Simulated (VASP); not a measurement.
Set up this calculation in VASP 6.6.1, as the native input.

```yaml
Task: relaxation of cell and atoms
Functional: PBEsol
Potentials_or_basis: VASP PAW PBE potentials, release 64 (Cr_pv)
Cutoff: 600 eV
k_mesh: 20 × 20 × 20
Occupations: gaussian, width 0.1 eV
Spin: no spin polarisation
Target_pressure: 1 GPa
Dipole_correction: no
Further_INCAR_settings: ALGO = Fast; EDIFF = 1e-06; IBRION = 2; EDIFFG = -0.008; NSW = 70; ISIF = 3
```

The structure of Cr lies in POSCAR:

```
Cr
1.0
   -1.4024759497      1.4024759497      1.4024759497
    1.4024759497     -1.4024759497      1.4024759497
    1.4024759497      1.4024759497     -1.4024759497
Cr
1
Direct
    0.0000000000      0.0000000000      0.0000000000
```

These files were run (other wordings do the same):

INCAR

```
PREC     = Accurate       # precision mode
ENCUT    = 600            # plane-wave cutoff, eV
EDIFF    = 1E-6           # SCF threshold, eV
ISMEAR   = 0              # smearing method
SIGMA    = 0.1            # smearing width, eV
LREAL    = F              # projectors in reciprocal space
LASPH    = T              # aspherical terms in the spheres
NELM     = 60             # most SCF steps
ALGO     = Fast           # electronic algorithm
ISIF     = 3              # what is computed and relaxed
LWAVE    = F              # write WAVECAR
LCHARG   = F              # write CHGCAR
GGA      = PS             # functional
IBRION   = 2              # ionic algorithm
NSW      = 70             # ionic steps
EDIFFG   = -0.008         # ionic threshold
PSTRESS  = 10.0
```

KPOINTS

```
regular mesh
0
Gamma
  20 20 20
```

Potentials or basis: VASP PAW PBE potentials, release 64 (Cr_pv).

The run is started by

```console
$ cat potpaw_PBE.64/Cr_pv/POTCAR > POTCAR
$ mpirun -np 1 vasp_std > vasp.out
```

It gave:

The relaxed volume is 11.08 Å³/atom. The relaxed cell is a = 2.433 Å, b = 2.433 Å, c = 2.433 Å, α = 109.47°, β = 109.47°, γ = 109.47°. The space group after relaxing (to 0.1 Å) is Im-3m (No. 229). The energy change on relaxing (the run minimises the enthalpy) is -0.5 meV/atom, the ionic steps are 3 and the pressure after relaxing is 1.1 GPa. The band gap on the k mesh is zero (bands 6 and 7 overlap by 3.58 eV).

Caveat: the cell is relaxed towards a set pressure, so the run minimises the enthalpy, not the energy; the PAW data sets were made with another functional, which shifts forces and pressure a little; the run has no spin polarisation, though such a crystal can be magnetic.

Wall time 100 s on 1 thread of Intel Xeon 8259CL (shared host), peak memory 0.16 GiB.
